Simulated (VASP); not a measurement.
# Al2Pt (Fm-3m) in VASP: elastic constants with PBEsol

Aim: the elastic constants of Al2Pt with PBEsol.

Everything below comes from runs of VASP 6.6.1. Logs are shortened: lines on timing, memory, paths and dates and some standing lists are left out, and cuts for length are marked.

### Step 1. The cell of the first run

The structure is cubic, space group Fm-3m (No. 225). The conventional cell has a = 5.898 Å, b = 5.898 Å, c = 5.898 Å, α = 90.00°, β = 90.00°, γ = 90.00°. Al (site symmetry -43m) has 4 Pt at 2.55 Å and 6 Al at 2.95 Å within 3.4 Å. Within 3.4 Å of Pt (site symmetry m-3m) lie 8 Al at 2.55 Å.

### Step 2. Elastic constants, PBEsol

Contents of INCAR:

```
PREC     = Accurate       # precision mode
ENCUT    = 600            # plane-wave cutoff, eV
EDIFF    = 1E-8           # SCF threshold, eV
ISMEAR   = -1             # smearing method
SIGMA    = 0.15           # smearing width, eV
LREAL    = F              # projectors in reciprocal space
LASPH    = T              # aspherical terms in the spheres
NELM     = 100            # most SCF steps
ALGO     = Normal         # electronic algorithm
ISIF     = 3              # what is computed and relaxed
LWAVE    = F              # write WAVECAR
LCHARG   = F              # write CHGCAR
GGA      = PS             # functional
NBANDS   = 15             # bands
IBRION   = 6              # ionic algorithm
NFREE    = 2            
POTIM    = 0.015          # step
NSW      = 1              # ionic steps
```

Contents of KPOINTS:

```
regular mesh
0
Gamma
  12 12 12
```

Contents of POSCAR:

```
Al2Pt
1.0
    0.0000000000      2.9487794694      2.9487794694
    2.9487794694      0.0000000000      2.9487794694
    2.9487794694      2.9487794694      0.0000000000
Al Pt
2 1
Direct
    0.2500000000      0.2500000000      0.2500000000
    0.7500000000      0.7500000000      0.7500000000
    0.0000000000      0.0000000000      0.0000000000
```

Potentials or basis: VASP PAW PBE potentials, release 64 (Al, Pt).

Started as:

```sh
$ cat potpaw_PBE.64/Al/POTCAR potpaw_PBE.64/Pt/POTCAR > POTCAR
$ mpirun -np 1 vasp_std > vasp.out
```

OUTCAR:

```text
PREC = Accurate
   ENCUT = 600
   EDIFF = 1E-8
   ISMEAR = -1
   LREAL = F
   LASPH = T
   NELM = 100
   ISIF = 3
   GGA = PS
   IBRION = 6
   NFREE = 2
   POTIM = 0.015
   NSW = 1

 ion  position               nearest neighbor table
   1  0.250  0.250  0.250-   3 2.55   3 2.55   3 2.55   3 2.55   2 2.95   2 2.95   2 2.95   2 2.95
                             2 2.95   2 2.95
   2  0.750  0.750  0.750-   3 2.55   3 2.55   3 2.55   3 2.55   1 2.95   1 2.95   1 2.95   1 2.95
                             1 2.95   1 2.95
   3  0.000  0.000  0.000-   2 2.55   2 2.55   2 2.55   1 2.55   2 2.55   1 2.55   1 2.55   1 2.55

  LATTYP: Found a face centered cubic cell.
 ALAT       =     5.8975589388

  Lattice vectors:

 A1 = (   0.0000000000,   2.9487794694,   2.9487794694)
 A2 = (   2.9487794694,   0.0000000000,   2.9487794694)
 A3 = (   2.9487794694,   2.9487794694,   0.0000000000)

Analysis of symmetry for initial positions (statically):
=====================================================================
 Subroutine PRICEL returns:
 Original cell was already a primitive cell.

 Routine SETGRP: Setting up the symmetry group for a
 face centered cubic supercell.

 Subroutine GETGRP returns: Found 48 space group operations
 (whereof 48 operations were pure point group operations)
 out of a pool of 48 trial point group operations.

The static configuration has the point symmetry O_h .

Analysis of symmetry for dynamics (positions and initial velocities):
=====================================================================
 Subroutine PRICEL returns:
 Original cell was already a primitive cell.

 Routine SETGRP: Setting up the symmetry group for a
 face centered cubic supercell.

 Subroutine GETGRP returns: Found 48 space group operations
 (whereof 48 operations were pure point group operations)
 out of a pool of 48 trial point group operations.

The dynamic configuration has the point symmetry O_h .

 Subroutine INISYM returns: Found 48 space group operations
 (whereof 48 operations are pure point group operations),
 and found     1 'primitive' translations

----------------------------------------------------------------------------------------

                                     Primitive cell

  volume of cell :      51.2810

  direct lattice vectors                    reciprocal lattice vectors
     0.000000000  2.948779469  2.948779469    -0.169561680  0.169561680  0.169561680
     2.948779469  0.000000000  2.948779469     0.169561680 -0.169561680  0.169561680
     2.948779469  2.948779469  0.000000000     0.169561680  0.169561680 -0.169561680

  length of vectors
     4.170203918  4.170203918  4.170203918     0.293689444  0.293689444  0.293689444

  position of ions in fractional coordinates (direct lattice)
     0.250000000  0.250000000  0.250000000
     0.750000000  0.750000000  0.750000000
     0.000000000  0.000000000  0.000000000

  ion indices of the primitive-cell ions
   primitive index   ion index
                 1           1
                 2           2
                 3           3

----------------------------------------------------------------------------------------

 KPOINTS: regular mesh

Automatic generation of k-mesh.
 Grid dimensions read from file:
 generate k-points for:   12   12   12

 Generating k-lattice:

  Cartesian coordinates                     Fractional coordinates (reciprocal lattice)
    -0.014130140  0.014130140  0.014130140     0.083333333  0.000000000  0.000000000
     0.014130140 -0.014130140  0.014130140     0.000000000  0.083333333  0.000000000
     0.014130140  0.014130140 -0.014130140     0.000000000  0.000000000  0.083333333

  Length of vectors
     0.024474120  0.024474120  0.024474120

  Shift w.r.t. Gamma in fractional coordinates (k-lattice)
     0.000000000  0.000000000  0.000000000

 Subroutine IBZKPT returns following result:
 ===========================================

 Found     72 irreducible k-points:

 Following reciprocal coordinates:
            Coordinates               Weight
[... 80 lines left out ...]
   NGX = 17   NGY = 17   NGZ = 17

--------------------------------------- Ionic step        1  -------------------------------------------

 number of electron      16.0000000 magnetization

 Free energy of the ion-electron system (eV)
  ---------------------------------------------------
  ext. energy  EPLUGINS =         0.00000000
  ---------------------------------------------------
  free energy    TOTEN  =       -17.80808728 eV

  energy without entropy =      -17.71982735  energy(sigma->0) =      -17.76395731

------------------------ aborting loop because EDIFF is reached ----------------------------------------

  FORCE on cell =-STRESS in cart. coord.  units (eV):
  Direction    XX          YY          ZZ          XY          YZ          ZX
  --------------------------------------------------------------------------------------
  -------------------------------------------------------------------------------------
  Total       -0.0098099     -0.0098099     -0.0098099      0.0000000      0.0000000      0.0000000
  in kB       -0.3064912     -0.3064912     -0.3064912      0.0000000      0.0000000      0.0000000
  external PRESSURE =      -0.3064912 kB  Pullay stress =       0.0000000 kB
[... 92 lines left out ...]
  FREE ENERGIE OF THE ION-ELECTRON SYSTEM (eV)
  ---------------------------------------------------
  free  energy   TOTEN  =       -17.8013607087 eV

  energy  without entropy=      -17.7139204624  energy(sigma->0) =      -17.75764059

[... ionic steps 4 to 14 ...]

--------------------------------------- Ionic step       15  -------------------------------------------

 number of electron      16.0000000 magnetization

------------------------ aborting loop because EDIFF is reached ----------------------------------------
[... 69 lines left out ...]
--------------------------------------- Ionic step       17  -------------------------------------------

 number of electron      16.0000000 magnetization

 Free energy of the ion-electron system (eV)
  ---------------------------------------------------
  ext. energy  EPLUGINS =         0.00000000
  ---------------------------------------------------
  free energy    TOTEN  =       -17.80709236 eV

  energy without entropy =      -17.71883287  energy(sigma->0) =      -17.76296261

 E-fermi :   7.8807     XC(G=0): -10.8399

 val. band max:        7.8632728936   @ k =   0.0000   0.2500   0.2500
 cond. band min:       7.8818107463   @ k =   0.3333   0.2500   0.0000
 fundamental gap:      0.0185378527
 Fermi energy:         7.8807012299

 k-point     1 :       0.0000    0.0000    0.0000
  band No.  band energies     occupation
      1      -2.4160      2.00000
      2       2.7713      2.00000
      3       2.7718      2.00000
      4       2.7718      2.00000
      5       4.1353      2.00000
      6       4.1355      2.00000
      7      10.9022      0.00000
      8      11.6621      0.00000
      9      11.6621      0.00000
     10      11.6631      0.00000
     11      13.3262      0.00000
     12      13.3262      0.00000
     13      13.3273      0.00000
     14      14.2168      0.00000
[... 401 lines left out ...]
      2       1.7782      2.00000
      3       2.9824      2.00000
      4       3.3018      2.00000
      5       3.8958      2.00000
      6       4.2314      2.00000
      7       4.6160      2.00000
      8       7.3768      1.93283
      9       8.5231      0.02723
     10      11.3691      0.00000
     11      13.5315      0.00000
     12      13.9188      0.00000
     13      14.8243      0.00000
     14      16.7172      0.00000
     15      17.0519      0.00000

 [... further k-points ...]

------------------------ aborting loop because EDIFF is reached ----------------------------------------

  FORCE on cell =-STRESS in cart. coord.  units (eV):
  Direction    XX          YY          ZZ          XY          YZ          ZX
  --------------------------------------------------------------------------------------
  -------------------------------------------------------------------------------------
  Total       -0.0077928     -0.0051819     -0.0051819      0.0000000      0.0000000      0.0000000
  in kB       -0.2434712     -0.1618987     -0.1618987      0.0000000      0.0000000      0.0000000
  external PRESSURE =      -0.1890895 kB  Pullay stress =       0.0000000 kB
[... 18 lines left out ...]
  FREE ENERGIE OF THE ION-ELECTRON SYSTEM (eV)
  ---------------------------------------------------
  free  energy   TOTEN  =       -17.8070923558 eV

  energy  without entropy=      -17.7188328658  energy(sigma->0) =      -17.76296261

 INTERNAL STRAIN TENSORS FROM STRAINED CELLS
 ============================================

 INTERNAL STRAIN TENSOR FOR ION    1 for displacements in x,y,z  (eV/Angst):
          X           Y           Z          XY          YZ          ZX
  --------------------------------------------------------------------------------
  x     0.00000     0.00000     0.00000     0.00000    -7.96949     0.00000
  y     0.00000     0.00000     0.00000     0.00000    -0.00000    -7.96987
  z     0.00000     0.00000     0.00000    -7.96976    -0.00000     0.00000

 INTERNAL STRAIN TENSORS FROM DISPLACED ATOMS
 ============================================

 INTERNAL STRAIN TENSOR FOR ION    1 for displacements in x,y,z  (eV/Angst):
          X           Y           Z          XY          YZ          ZX
  --------------------------------------------------------------------------------
  x    -0.00000    -0.00000    -0.00000     0.00000    -7.94809     0.00000
  y     0.00000    -0.00000     0.00000     0.00000     0.00000    -7.94809
  z     0.00000     0.00000    -0.00000    -7.94809     0.00000     0.00000

 INTERNAL STRAIN TENSOR FOR ION    3 for displacements in x,y,z  (eV/Angst):
          X           Y           Z          XY          YZ          ZX
  --------------------------------------------------------------------------------
  x     0.00000     0.00000     0.00000     0.00000     0.00000     0.00000
  y     0.00000     0.00000     0.00000     0.00000     0.00000     0.00000
  z     0.00000     0.00000     0.00000     0.00000     0.00000     0.00000

 Eigenvectors and eigenvalues of the dynamical matrix
 ----------------------------------------------------

   1 f  =    8.932710 THz    56.125870 2PiTHz  297.963119 cm-1    36.942702 meV
             X         Y         Z           dx          dy          dz
      1.474390  1.474390  1.474390    -0.700262   -0.098146    0.000000
      4.423169  4.423169  4.423169     0.700262    0.098146   -0.000000
      0.000000  0.000000  0.000000    -0.000000   -0.000000    0.000000
[... 43 lines left out ...]
   9 f/i=    0.000363 THz     0.002283 2PiTHz    0.012118 cm-1     0.001502 meV
             X         Y         Z           dx          dy          dz
      1.474390  1.474390  1.474390    -0.024634    0.302504    0.127290
      4.423169  4.423169  4.423169    -0.024634    0.302504    0.127290
      0.000000  0.000000  0.000000    -0.066246    0.813508    0.342315

--------------------------------------------------------------------------------------------------------

 ELASTIC MODULI CONTR FROM IONIC RELAXATION (kBar)
 Direction    XX          YY          ZZ          XY          YZ          ZX
 --------------------------------------------------------------------------------
 XX          -0.0000      0.0000     -0.0000      0.0000     -0.0000      0.0000
 YY           0.0000     -0.0000      0.0000      0.0000     -0.0000     -0.0000
 ZZ          -0.0000      0.0000     -0.0000     -0.0000     -0.0000      0.0000
 XY           0.0000      0.0000     -0.0000   -448.1118     -0.0000     -0.0000
 YZ          -0.0000     -0.0000     -0.0000     -0.0000   -448.1118     -0.0000
 ZX           0.0000     -0.0000      0.0000     -0.0000     -0.0000   -448.1118
 --------------------------------------------------------------------------------

 TOTAL ELASTIC MODULI (kBar)
 Direction    XX          YY          ZZ          XY          YZ          ZX
 --------------------------------------------------------------------------------
 XX        1860.1820   1158.5440   1158.5440      0.0000     -0.0000      0.0000
 YY        1158.5440   1860.1820   1158.5440     -0.0000     -0.0000     -0.0000
 ZZ        1158.5440   1158.5440   1860.1820     -0.0000      0.0000      0.0000
 XY           0.0000     -0.0000     -0.0000    459.5488     -0.0000     -0.0000
 YZ          -0.0000     -0.0000      0.0000     -0.0000    459.5488     -0.0000
 ZX           0.0000     -0.0000      0.0000     -0.0000     -0.0000    459.5488
 --------------------------------------------------------------------------------
```

Wall time 37 min (1 thread of Intel Xeon Platinum 8488C (Sapphire Rapids), shared host); peak memory 0.75 GiB.

Results:

```
Elastic constants C11, C12, C44                         : 186, 116, 46 GPa
Voigt bulk modulus                                      : 139 GPa
Highest phonon frequency at Γ, LO-TO splitting left out : 298 cm⁻¹
```

Phonon frequencies in cm⁻¹ (negative: imaginary):
```
              q point                    frequencies
(0.000, 0.000, 0.000)  0 0 0 239 239 239 298 298 298
```

Elastic tensor in Voigt notation (GPa, in the Cartesian axes of the cell as first typed):
```
186 116 116   0   0   0
116 186 116   0   0   0
116 116 186   0   0   0
  0   0   0  46   0   0
  0   0   0   0  46   0
  0   0   0   0   0  46
```

Clamped-ion elastic tensor (GPa):
```
186 116 116   0   0   0
116 186 116   0   0   0
116 116 186   0   0   0
  0   0   0  91   0   0
  0   0   0   0  91   0
  0   0   0   0   0  91
```

Caveat: the PAW data sets were made with another functional, which shifts forces and pressure a little; spin-orbit coupling is left out, which moves the levels of the heavy elements.
